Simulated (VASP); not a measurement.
# NaI (I4mm) in VASP: single point with PBE

Aim: the single point of NaI with PBE.

Program: VASP 6.6.1. These are calculated values, not measurements. Logs are shortened: lines on timing, memory, paths and dates and some standing lists are left out, and cuts for length are marked.

## 1. The cell of the first run

The structure is tetragonal, space group I4mm (No. 107). The conventional cell has a = 4.577 Å, b = 4.577 Å, c = 6.473 Å, α = 90.00°, β = 90.00°, γ = 90.00°. Within 4.2 Å of Na (site symmetry 4mm) lie 6 I at 3.17 to 3.30 Å. Within 4.2 Å of I (site symmetry 4mm) lie 6 Na at 3.17 to 3.30 Å.

## 2. Single point, PBE (all I atoms moved +0.062 Å, as atom 2 along Cartesian [0 1 0])

The input, INCAR:

```
PREC = Accurate ; ENCUT = 520
EDIFF = 1E-6 ; ISMEAR = 0
SIGMA = 0.05 ; LREAL = F
LASPH = T ; NELM = 60
ALGO = Normal ; ISIF = 2
LWAVE = F ; LCHARG = F
GGA = PE ; NBANDS = 14
```

The input, KPOINTS:

```
regular mesh
0
Gamma
  6 6 6
```

The input, POSCAR:

```
NaI
1.0
    0.0000000000      3.2364000000      3.2364000000
    3.2364000000      0.0000000000      3.2364000000
    3.2364000000      3.2364000000      0.0000000000
Na I
1 1
Direct
    0.0000000000      0.0000000000      0.0000000000
    0.5096557904      0.4903442096      0.5096557904
```

Potentials or basis: VASP PAW PBE potentials, release 64 (Na_pv, I).

Launch:

```console
$ cat potpaw_PBE.64/Na_pv/POTCAR potpaw_PBE.64/I/POTCAR > POTCAR
$ mpirun -np 1 vasp_std > vasp.out
```

OUTCAR:

```text
PREC = Accurate
   ENCUT = 520
   EDIFF = 1E-6
   ISMEAR = 0
   LREAL = F
   LASPH = T
   NELM = 60
   ISIF = 2
   GGA = PE

 ion  position               nearest neighbor table
   1  0.000  0.000  0.000-   2 3.17
   2  0.510  0.490  0.510-   1 3.17

  LATTYP: Found a face centered cubic cell.
 ALAT       =     6.4728000000

  Lattice vectors:

 A1 = (   0.0000000000,   3.2364000000,   3.2364000000)
 A2 = (   3.2364000000,   0.0000000000,   3.2364000000)
 A3 = (   3.2364000000,   3.2364000000,   0.0000000000)

Analysis of symmetry for initial positions (statically):
=====================================================================
 Subroutine PRICEL returns:
 Original cell was already a primitive cell.

 Routine SETGRP: Setting up the symmetry group for a
 face centered cubic supercell.

 Subroutine GETGRP returns: Found  8 space group operations
 (whereof  8 operations were pure point group operations)
 out of a pool of 48 trial point group operations.

The static configuration has the point symmetry C_4v.

Analysis of symmetry for dynamics (positions and initial velocities):
=====================================================================
 Subroutine PRICEL returns:
 Original cell was already a primitive cell.

 Routine SETGRP: Setting up the symmetry group for a
 face centered cubic supercell.

 Subroutine GETGRP returns: Found  8 space group operations
 (whereof  8 operations were pure point group operations)
 out of a pool of 48 trial point group operations.

The dynamic configuration has the point symmetry C_4v.

 Subroutine INISYM returns: Found  8 space group operations
 (whereof  8 operations are pure point group operations),
 and found     1 'primitive' translations

----------------------------------------------------------------------------------------

                                     Primitive cell

  volume of cell :      67.7980

  direct lattice vectors                    reciprocal lattice vectors
     0.000000000  3.236400000  3.236400000    -0.154492646  0.154492646  0.154492646
     3.236400000  0.000000000  3.236400000     0.154492646 -0.154492646  0.154492646
     3.236400000  3.236400000  0.000000000     0.154492646  0.154492646 -0.154492646

  length of vectors
     4.576960773  4.576960773  4.576960773     0.267589113  0.267589113  0.267589113

[... 83 lines left out ...]
   NSW    =      0    number of steps for IOM
   IBRION =     -1    ionic relax: 0-MD 1-quasi-New 2-CG
   NFREE  =      0    steps in history (QN), initial steepest desc. (CG)
   ISIF   =      2    stress and relaxation
   ISYM   =      2    0-nonsym 1-usesym 2-fastsym
   POTIM  = 0.5000    time-step for ionic-motion
   TEBEG  =    0.0;   TEEND  =   0.0 temperature during run
   PSTRESS=    0.0 pullay stress
   NELECT =      14.0000    total number of electrons
   NUPDOWN=      -1.0000    fix difference up-down
   EMIN   =  10.00;   EMAX   =-10.00  energy-range for DOS
   EFERMI =   0.00;   METHOD = LEGACY
   ISMEAR =     0;   SIGMA  =   0.05  broadening in eV -4-tet -1-fermi 0-gaus
   EFERMI_NEDOS =   21; number of points for ismear=-14 and -15
   IALGO  =     38    algorithm
   IMIX   =      4    mixing-type and parameters
     AMIX     =   0.40;   BMIX     =  1.00
     AMIX_MAG =   1.60;   BMIX_MAG =  1.00
  volume/ion in A,a.u.               =      33.90       228.76
  Fermi-wavevector in a.u.,A,eV,Ry     =   0.967636  1.828567 12.739397  0.936319
  Thomas-Fermi vector in A             =   2.097538
   LORBIT       =      0    0 simple, 1 ext, 2 COOP (PROOUT), +10 PAW based schemes
   GGA     = PE    functional components
   LHFCALC =     F    Hartree Fock is set to
   AEXX    =    0.0000 exact exchange contribution
   IVDW    =     0    specifies the selected vdW correction
   LEPSILON=     F    determine dielectric tensor
   LRPA    =     F    only Hartree local field effects (RPA)
 non-spin polarized calculation
 Gauss-broadening in eV      SIGMA  =   0.05
  energy-cutoff  :      520.00
  volume of cell :       67.80
 maximum number of plane-waves:      1853
 NGX is ok and might be reduce to    36
   NGX = 17   NGY = 17   NGZ = 17

 number of electron      13.9999993 magnetization

 Free energy of the ion-electron system (eV)
  ---------------------------------------------------
  ext. energy  EPLUGINS =         0.00000000
  ---------------------------------------------------
  free energy    TOTEN  =        -5.38316461 eV

  energy without entropy =       -5.38316461  energy(sigma->0) =       -5.38316461

 E-fermi :   1.1276     XC(G=0):  -7.7043

 val. band max:        0.8063078379   @ k =   0.0000   0.0000   0.0000
 cond. band min:       4.4475085334   @ k =   0.0000   0.0000   0.0000
 fundamental gap:      3.6412006954
 Fermi energy:         1.1275966262

 k-point     1 :       0.0000    0.0000    0.0000
  band No.  band energies     occupation
      1     -21.6320      2.00000
      2     -21.6319      2.00000
      3     -21.6319      2.00000
      4     -10.2115      2.00000
      5       0.8048      2.00000
      6       0.8063      2.00000
      7       0.8063      2.00000
      8       4.4475      0.00000
      9       8.7360      0.00000
     10       8.7360      0.00000
     11       8.7376      0.00000
     12      10.5551      0.00000
     13      10.5588      0.00000
     14      11.2393      0.00000
[... 377 lines left out ...]
      1     -21.6355      2.00000
      2     -21.6338      2.00000
      3     -21.6327      2.00000
      4      -9.8865      2.00000
      5      -0.8737      2.00000
      6      -0.1075      2.00000
      7       0.2989      2.00000
      8       6.7236      0.00000
      9       7.5447      0.00000
     10       7.8037      0.00000
     11       9.8197      0.00000
     12      10.9201      0.00000
     13      12.9685      0.00000
     14      13.7036      0.00000

 [... further k-points ...]
[... 5 lines left out ...]
  --------------------------------------------------------------------------------------
  -------------------------------------------------------------------------------------
  Total        0.1855302      0.2169684      0.1855302     -0.0000000     -0.0000000      0.0000000
  in kB        4.3843838      5.1273211      4.3843838     -0.0000000     -0.0000000      0.0000000
  external PRESSURE =       4.6320295 kB  Pullay stress =       0.0000000 kB

 VOLUME and BASIS-vectors are now :
 -----------------------------------------------------------------------------
  energy-cutoff  :      520.00
  volume of cell :       67.80
      direct lattice vectors                 reciprocal lattice vectors
     0.000000000  3.236400000  3.236400000    -0.154492646  0.154492646  0.154492646
     3.236400000  0.000000000  3.236400000     0.154492646 -0.154492646  0.154492646
     3.236400000  3.236400000  0.000000000     0.154492646  0.154492646 -0.154492646

 POSITION                                       TOTAL-FORCE (eV/Angst)
 -----------------------------------------------------------------------------------
      0.00000      0.00000      0.00000         0.000000      0.056763      0.000000
      3.23640      3.29890      3.23640         0.000000     -0.056763      0.000000
 -----------------------------------------------------------------------------------
    total drift:                                0.000000     -0.000015      0.000000

  FREE ENERGIE OF THE ION-ELECTRON SYSTEM (eV)
  ---------------------------------------------------
  free  energy   TOTEN  =        -5.3831646100 eV

  energy  without entropy=       -5.3831646100  energy(sigma->0) =       -5.38316461
```

stdout:

```text
POSCAR found type information on POSCAR NaI
 POSCAR found :  2 types and       2 ions
 scaLAPACK will be used
 LDA part: xc-table for (Slater+PW92), standard interpolation
 POSCAR, INCAR and KPOINTS ok, starting setup
 FFT: planning ... GRIDC
 FFT: planning ... GRID_SOFT
 FFT: planning ... GRID
 WAVECAR not read
 entering main loop
```

It used 41 s of CPU time on 1 thread of AMD EPYC 7R13 Processor (Zen 3) (shared host).

What came out:

```
Free energy            : -5.3832 eV
Pressure               : 0.5 GPa
Largest force          : 0.057 eV/Å
Band gap on the k mesh : 3.64 eV, direct
```

Forces in eV/Å, atoms in the order of the input:
```
Na   0.000  0.057  0.000
I    0.000 -0.057  0.000
```

Caveat: the cell differs from its parent crystal (all I atoms moved +0.062 Å, as atom 2 along Cartesian [0 1 0]); spin-orbit coupling is left out, which moves the levels of the heavy elements.
